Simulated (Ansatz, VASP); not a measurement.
Au: VASP beside Ansatz

```
Au
1.0
    -1.73746    1.65823    1.65823
     1.65823   -1.73746    1.65823
     1.65823    1.65823   -1.73746
Au
1
Direct
  0.00000 0.00000 0.00000
```

Alike in both runs: task single point; functional PBEsol; k mesh 22 × 22 × 22; occupations gaussian, width 0.15 eV; no spin polarisation.

|  | VASP | Ansatz |
| --- | --- | --- |
| version | VASP 6.6.1 | Ansatz 0.2.0 |
| potentials or method | VASP PAW PBE potentials, release 64 (Au), cutoff 520 eV | scalar-relativistic, plane waves, PAW |
| valence electrons in the cell | 11 | 19 |

```csv
,VASP,Ansatz,Ansatz less VASP
gap on the k mesh at the Fermi level (eV),none,none,-
pressure (GPa),-8.2,-8.0,+0.19
"traceless stress, the component that is largest in VASP (GPa)",3.41,3.43,+0.020
```

VASP's potentials were made for PBE, not for PBEsol. A gap of «none» marks a metal or a gap that the smearing closes. VASP's potentials hold 11 valence electrons a cell and Ansatz's 19, so a difference there can come from the potentials and not from the codes.

Spin-orbit coupling is off throughout.
